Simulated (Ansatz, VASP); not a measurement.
**One calculation of SiC, two programs**

File POSCAR:

```
SiC
1.0
    0.0245041310      2.1781449820      2.1781449820
    2.2026491130      0.0000000000      2.2026491130
    2.1781449820      2.1781449820      0.0245041310
Si C
1 1
Direct
    0.0000000000      0.0000000000      0.0000000000
    0.7500000000      0.7500000000      0.7500000000
```

The input INCAR.step1:

```
ALGO = Normal ; EDIFF = 1E-4
ENCUT = 520 ; GGA = PE
ISMEAR = 0 ; LASPH = T
LCHARG = F ; LREAL = F
LWAVE = T ; NBANDS = 11
NELM = 80 ; PREC = Accurate
SIGMA = 0.05
```

Contents of INCAR.step2:

```
ALGO = Normal ; EDIFF = 1E-6
ENCUT = 520 ; ISIF = 2
ISMEAR = 0 ; ISTART = 1
LASPH = T ; LCHARG = F
LMIXTAU = T ; LREAL = F
LWAVE = F ; METAGGA = R2SCAN
NBANDS = 11 ; NELM = 80
PREC = Accurate ; SIGMA = 0.05
```

The input KPOINTS:

```
k-points
0
Gamma
  10 10 10
```

Input for Ansatz:

```yaml
crystal:
  lattice:
    - [0.024504131, 2.178144982, 2.178144982]
    - [2.202649113, 0.0, 2.202649113]
    - [2.178144982, 2.178144982, 0.024504131]
  atoms:
    - { symbol: Si, position: [0.0, 0.0, 0.0] }
    - { symbol: C, position: [0.75, 0.75, 0.75] }
basis:
  ecutwfc: 500
kpoints:
  mp_grid: { grid: [10, 10, 10] }
hamiltonian:
  xc: r2scan
scf:
  occupations: { method: gaussian, width: 0.05 }
output:
  forces: true
  stress: true
  eigenvalues: true
```

Change from the starting cell: strain +0.0225 x Voigt [0, 0, 0, 0, 1, 0], atoms carried along.

Alike in both runs: task single point; functional r2SCAN; k mesh 10 × 10 × 10; occupations gaussian, width 0.05 eV; no spin polarisation.

|  | VASP | Ansatz |
| --- | --- | --- |
| version | VASP 6.6.1 | Ansatz 0.2.0 |
| potentials or method | VASP PAW PBE potentials, release 64 (Si, C), cutoff 520 eV | scalar-relativistic, plane waves, PAW |
| valence electrons in the cell | 8 | 8 |

```tsv
	VASP	Ansatz	Ansatz less VASP
gap on the k mesh at the Fermi level (eV)	1.64	1.63	-0.010
least direct gap on the mesh (eV)	4.86	4.84	-0.012
pressure (GPa)	0.0	0.2	+0.17
traceless stress, the component that is largest in VASP (GPa)	-6.42	-6.40	+0.028
rms of the force components (eV/Å)	0.099	0.100	+0.0009
```

VASP's potentials were made for PBE, not for r2SCAN. Atom by atom the forces differ by 0.001 eV/Å (rms over components). With one functional, cell and mesh, what is left measures potentials, basis and numerics.
